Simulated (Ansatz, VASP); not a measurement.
## Two plane-wave programs on LiH

```
CELL_PARAMETERS angstrom
0.00000 1.99847 1.99847
1.99847 0.00000 1.99847
1.99847 1.99847 0.00000
ATOMIC_POSITIONS crystal
Li 0.00000 0.00000 0.00000
H 0.50000 0.50000 0.50000
```

Alike in both runs: task single point; functional PBE; k mesh 5 × 5 × 5; no spin polarisation.

|  | VASP | Ansatz |
| --- | --- | --- |
| version | VASP 6.6.1 | Ansatz 0.2.0 |
| potentials or method | VASP PAW PBE potentials, release 64 (Li_sv, H) | plane waves |
| plane-wave cutoff (eV) | 520 | 420 |
| occupations | gaussian, width 0.01 eV | fixed |
| valence electrons in the cell | 4 | 4 |

Ansatz gave:

| Item | Value |
| --- | --- |
| gap on the k mesh at the Fermi level (eV) | 4.01 |

Task: What did VASP give for the same quantities?

Result: gap on the k mesh at the Fermi level (eV): 4.00.

The k mesh is coarse, so the values compare programs but aren't converged. Noted on VASP's run: the cutoff is short for stress, so the pressure is rough.
